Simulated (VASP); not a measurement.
SiB5C, 14 atoms in the cell. The structure is monoclinic, space group C2/m (No. 12). The conventional cell has a = 8.453 Å, b = 6.055 Å, c = 5.214 Å, α = 90.00°, β = 115.67°, γ = 90.00°. Si (site symmetry m) has 1 C at 1.88 Å and 2 B at 1.96 Å and 1 Si at 2.30 Å within 2.5 Å. B (site symmetry 1) has 1 C at 1.73 Å and 5 B at 1.74 to 1.87 Å within 2.3 Å. Within 2.3 Å of B (site symmetry m) lie 5 B at 1.74 to 1.83 Å and 1 C at 1.77 Å. Within 2.2 Å of B (site symmetry 1) lie 1 C at 1.67 Å and 4 B at 1.75 to 1.77 Å and 1 Si at 1.96 Å. C (site symmetry m) has 5 B at 1.67 to 1.77 Å and 1 Si at 1.88 Å within 2.2 Å.  This cell differs from its parent crystal: volume scaled by 0.97, then relaxed in part.

```yaml
Program: VASP 6.6.1
Task: single point
Functional: PBE
Potentials_or_basis: VASP PAW PBE potentials, release 64 (Si, B, C)
Cutoff: 520 eV
k_mesh: 6 × 6 × 6
Occupations: gaussian, width 0.02 eV
Spin: no spin polarisation
Dipole_correction: no
Further_INCAR_settings: ALGO = Normal; EDIFF = 1e-06; NBANDS = 36
```

Potentials or basis: VASP PAW PBE potentials, release 64 (Si, B, C).

The run is started by

```console
$ cat potpaw_PBE.64/Si/POTCAR potpaw_PBE.64/B/POTCAR potpaw_PBE.64/C/POTCAR > POTCAR
$ mpirun -np 1 vasp_std > vasp.out
```

Hardware: 1 thread of Intel(R) Xeon(R) Platinum 8375C CPU @ 2.90GHz (Ice Lake), on a shared host.

**Question.** Estimate the wall time of this run.

**Answer.** It took 4.8 min on 1 thread of Intel(R) Xeon(R) Platinum 8375C CPU @ 2.90GHz (Ice Lake) (shared host), peak memory 0.38 GiB. Counts: scf iterations 14, k points 68.
